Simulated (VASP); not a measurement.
Here is a VASP 6.6.1 calculation.

The input INCAR:

```
SYSTEM = HfC
ALGO = Normal
EDIFF = 1E-7
EDIFFG = -0.002
ENCUT = 600
GGA = PE
GGA_COMPAT = .False.
IBRION = 2
ISIF = 3
ISMEAR = 0
IVDW = 12
LASPH = .True.
LCHARG = .False.
LREAL = .False.
LWAVE = .False.
NELM = 120
NELMIN = 4
NSW = 100
PREC = Accurate
SIGMA = 0.1
```

KPOINTS

```
k-points
0
Gamma
  16 16 16
  0 0 0
```

File POSCAR:

```
HfC
1.0
    0.0000000000      2.3171388400      2.3171388400
    2.3171388400      0.0000000000      2.3171388400
    2.3171388400      2.3171388400      0.0000000000
Hf C
1 1
Direct
    0.0000000000      0.0000000000      0.0000000000
    0.5000000000      0.5000000000      0.5000000000
```

Potentials or basis: VASP PAW PBE potentials, release 64 (Hf_pv, C).

Launch:

```console
$ cat potpaw_PBE.64/Hf_pv/POTCAR potpaw_PBE.64/C/POTCAR > POTCAR
$ mpirun -np 1 vasp_std > vasp.out
```

(1) Estimate the band gap on the k mesh.

(2) Predict the relaxed volume.

## Answers

(1) zero (band 7 reaches 7.14 eV, above the bottom of band 8 at 5.70 eV).

(2) 12.29 Å³/atom.

Caveat: spin-orbit coupling is left out, which moves the levels of the heavy elements; pairwise dispersion overbinds metals, which lowers pressure and volume.
